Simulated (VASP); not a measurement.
The system is I.

```xyz
1
Lattice="0.0000 2.5713 2.5713 2.5713 0.0000 2.5713 2.5713 2.5713 0.0000" Properties=species:S:1:pos:R:3 pbc="T T T"
I     0.0000    0.0000    0.0000
```

- Program: VASP 6.6.1
- Task: relaxation of cell and atoms
- Functional: PBE
- Potentials or basis: VASP PAW PBE potentials, release 64 (I)
- Cutoff: 600 eV
- k mesh: 14 × 14 × 14
- Occupations: fermi-dirac, width 0.05 eV
- Spin: no spin polarisation

At the start: pressure 0.8 GPa; volume 34.00 Å³/atom.

Problem. Where does the relaxation end?

Solution. Over 3 steps the energy falls by 2.3 meV/atom and the volume is 35.04 Å³/atom (+3.0 %); space group Fm-3m (No. 225, to 0.1 Å) before and after.

The path:
```csv
step,energy change (eV),largest force (eV/Å),pressure (GPa),volume (Å³)
1,0.0000,0.0000,0.76,34.00
2,-0.0022,0.0000,0.16,34.80
3,-0.0023,0.0000,-0.01,35.04
```

Final structure:
```cif
data_structure
_symmetry_space_group_name_H-M 'P 1'
_symmetry_Int_Tables_number 1
_cell_length_a 3.6729
_cell_length_b 3.6729
_cell_length_c 3.6729
_cell_angle_alpha 60.000
_cell_angle_beta 60.000
_cell_angle_gamma 60.000
_cell_volume 35.04
loop_
_atom_site_label
_atom_site_type_symbol
_atom_site_fract_x
_atom_site_fract_y
_atom_site_fract_z
_atom_site_occupancy
I1 I 0.00000 0.00000 0.00000 1
```

Caveat: an odd number of electrons without spin polarisation forces a metal; a magnetic or distorted state may lie lower.
